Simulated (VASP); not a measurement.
Write the native input for VASP 6.6.1 that does the following.

- Task: single point
- Functional: PBEsol
- Potentials or basis: VASP PAW PBE potentials, release 64 (Si)
- Cutoff: 500 eV
- k mesh: 6 × 6 × 6
- Occupations: gaussian, width 0.01 eV
- Spin: no spin polarisation
- Dipole correction: no
- Further INCAR settings: ALGO = Normal; EDIFF = 1e-06; NBANDS = 11

The structure of Si lies in POSCAR:

```
Si
1.0
    0.0000000000      2.6581656812      2.6581656812
    2.6581656812      0.0000000000      2.6581656812
    2.6581656812      2.6581656812      0.0000000000
Si
2
Direct
    0.7500000000      0.7500000000      0.7500000000
    0.5000000000      0.5000000000      0.5000000000
```

The input as run:

INCAR

```
  PREC = Accurate
  ENCUT = 500
  EDIFF = 1E-6
  ISMEAR = 0
  SIGMA = 0.01
  LREAL = F
  LASPH = T
  NELM = 120
  ALGO = Normal
  ISIF = 2
  LWAVE = F
  LCHARG = T
  GGA = PS
  LELF = T
  LVHAR = T
  NBANDS = 11
  GGA_COMPAT = F
```

KPOINTS

```
Automatic mesh
0
Gamma
  6 6 6
```

Potentials or basis: VASP PAW PBE potentials, release 64 (Si).

Run with:

```bash
$ cat potpaw_PBE.64/Si/POTCAR > POTCAR
$ mpirun -np 1 vasp_std > vasp.out
```

It gave:

```
Pressure               : 7.3 GPa
Band gap on the k mesh : 0.45 eV, indirect (least direct gap 2.54 eV)
```

Caveat: the PAW data sets were made with another functional, which shifts forces and pressure a little.

Run time: 11 s on 1 thread of Intel Xeon 8259CL, on a shared host, peak memory 0.14 GiB.
